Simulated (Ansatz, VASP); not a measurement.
# Hf2TaN4 in VASP and in Ansatz

```
Hf Ta N
1.0
     0.00000    0.00000    3.15086
     3.23087   -4.39470    0.00000
     3.23087    4.39470    0.00000
Hf Ta N
2 1 4
Direct
  0.50000 0.50000 0.00000
  0.50000 0.00000 0.50000
  0.00000 0.00000 0.00000
  0.00000 0.24328 0.75672
  0.00000 0.75672 0.24328
  0.50000 0.21679 0.21679
  0.50000 0.78321 0.78321
```

Alike in both runs: task single point; functional PBE; k mesh 8 × 4 × 4; occupations gaussian, width 0.2 eV; no spin polarisation.

```csv
,VASP,Ansatz
version,VASP 6.6.1,Ansatz 0.2.0
potentials or method,"VASP PAW PBE potentials, release 64 (Hf_pv, Ta_pv, N), cutoff 520 eV","scalar-relativistic, plane waves, PAW"
valence electrons in the cell,51,85
```

|  | VASP | Ansatz | Ansatz less VASP |
| --- | --- | --- | --- |
| gap on the k mesh at the Fermi level (eV) | none | none | - |
| pressure (GPa) | -1.1 | -0.1 | +1.04 |
| traceless stress, the component that is largest in VASP (GPa) | -0.39 | -0.34 | +0.054 |
| rms of the force components (eV/Å) | 0.021 | 0.022 | +0.0004 |

Atom by atom the forces differ by 0.016 eV/Å (rms over components). A gap of «none» marks a metal or a gap that the smearing closes. VASP's potentials hold 51 valence electrons a cell and Ansatz's 85, so a difference there can come from the potentials and not from the codes.

Spin-orbit coupling is off throughout.
